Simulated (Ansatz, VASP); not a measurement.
**One calculation of TiCo2, two programs**

```
Ti Co
1.0
     0.00000    3.35200    3.35200
     3.35200    0.00000    3.35200
     3.35200    3.35200    0.00000
Ti Co
2 4
Cartesian
  3.3520 3.3520 3.3520
  5.0280 5.0280 5.0280
  0.8380 0.8380 0.8380
  0.8380 2.5140 2.5140
  2.5140 2.5140 0.8380
  2.5140 0.8380 2.5140
```

Alike in both runs: task single point; functional PBEsol; k mesh 1 × 1 × 1; occupations gaussian, width 0.1 eV; collinear spin.

|  | VASP | Ansatz |
| --- | --- | --- |
| version | VASP 6.6.1 | Ansatz 0.2.0 |
| potentials or method | VASP PAW PBE potentials, release 64 (Ti_sv, Co), cutoff 520 eV | scalar-relativistic, plane waves, PAW |
| valence electrons in the cell | 60 | 92 |

Ansatz gave:

```
gap on the k mesh at the Fermi level (eV)                     : 0.15
least direct gap on the mesh (eV)                             : 0.15
pressure (GPa)                                                : -8.0
net moment per atom (μB)                                      : 0.59
size of the moment on the site where the two differ most (μB) : 0.08
```

Task: Estimate VASP's values.

Result: gap on the k mesh at the Fermi level (eV): 0.13; least direct gap on the mesh (eV): 0.13; pressure (GPa): -8.4; net moment per atom (μB): 0.57; size of the moment on the site where the two differ most (μB): 0.27.

VASP's potentials were made for PBE, not for PBEsol. Site moments also hang on the region over which each program counts them. With one functional, cell and mesh, what is left measures potentials, basis and numerics. VASP's potentials hold 60 valence electrons a cell and Ansatz's 92, so a difference there can come from the potentials and not from the codes. Ansatz's warnings: seeded moment not kept, stability check not made.

The k mesh is coarse, so the values compare programs but aren't converged.
